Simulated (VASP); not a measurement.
Input of a VASP 6.6.1 run:

File INCAR:

```
PREC = Accurate
ENCUT = 520
EDIFF = 1E-7
ISMEAR = 0
SIGMA = 0.05
LREAL = F
LASPH = T
NELM = 80
ALGO = Normal
ISIF = 2
LWAVE = F
LCHARG = F
GGA = PE
IVDW = 12
NBANDS = 16
```

File KPOINTS:

```
Automatic mesh
0
Gamma
  9 9 8
```

File POSCAR:

```
Se
1.0
    4.2945953382      0.0000000000      0.0000000000
   -2.1472976691      3.7192286618      0.0000000000
    0.0000000000      0.0000000000      4.6012294453
Se
3
Direct
    0.2627083307      0.0000000000      0.3333333333
    0.0000000000      0.2627083307      0.6666666667
    0.7372916693      0.7372916693      0.0000000000
```

Potentials or basis: VASP PAW PBE potentials, release 64 (Se).

Run with:

```console
$ cat potpaw_PBE.64/Se/POTCAR > POTCAR
$ mpirun -np 1 vasp_std > vasp.out
```

(1) Estimate the largest force.

(2) Estimate the dispersion energy per atom.

(3) Estimate the pressure.

Answers

(1) 0.429 eV/Å.

(2) -0.356 eV.

(3) -0.6 GPa.
